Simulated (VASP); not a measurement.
CdS, 2 atoms in the cell. The structure is cubic, space group Fm-3m (No. 225). Conventional cell: a = 5.614 Å, b = 5.614 Å, c = 5.614 Å, α = 90.00°, β = 90.00°, γ = 90.00°. Cd (site symmetry m-3m) has 6 S at 2.81 Å within 3.7 Å. S (site symmetry m-3m) has 6 Cd at 2.81 Å within 3.7 Å. 

```yaml
Program: VASP 6.6.1
Task: single point
Functional: PBE0
Potentials_or_basis: VASP PAW PBE potentials, release 64 (Cd, S)
Cutoff: 520 eV
k_mesh: 4 × 4 × 4
Occupations: fermi-dirac, width 0.05 eV
Spin: no spin polarisation
Dipole_correction: no
Grid_for_exact_exchange_PRECFOCK: Normal
Further_INCAR_settings: ALGO = Normal; EDIFF = 1e-07; NBANDS = 16
```

Potentials or basis: VASP PAW PBE potentials, release 64 (Cd, S).

The run is started by

```console
$ cat potpaw_PBE.64/Cd/POTCAR potpaw_PBE.64/S/POTCAR > POTCAR
$ cp INCAR.step1 INCAR
$ mpirun -np 1 vasp_std > vasp.out
$ cp INCAR.step2 INCAR
$ mpirun -np 1 vasp_std > vasp.out
```

Hardware: 1 thread of Intel(R) Xeon(R) Platinum 8375C CPU @ 2.90GHz (Ice Lake) (shared host).

Problem. How long does it take, and how much memory?

Solution. Wall time 9.7 min on 1 thread of Intel(R) Xeon(R) Platinum 8375C CPU @ 2.90GHz (Ice Lake) (shared host), peak memory 0.17 GiB. Counts: k points 8.
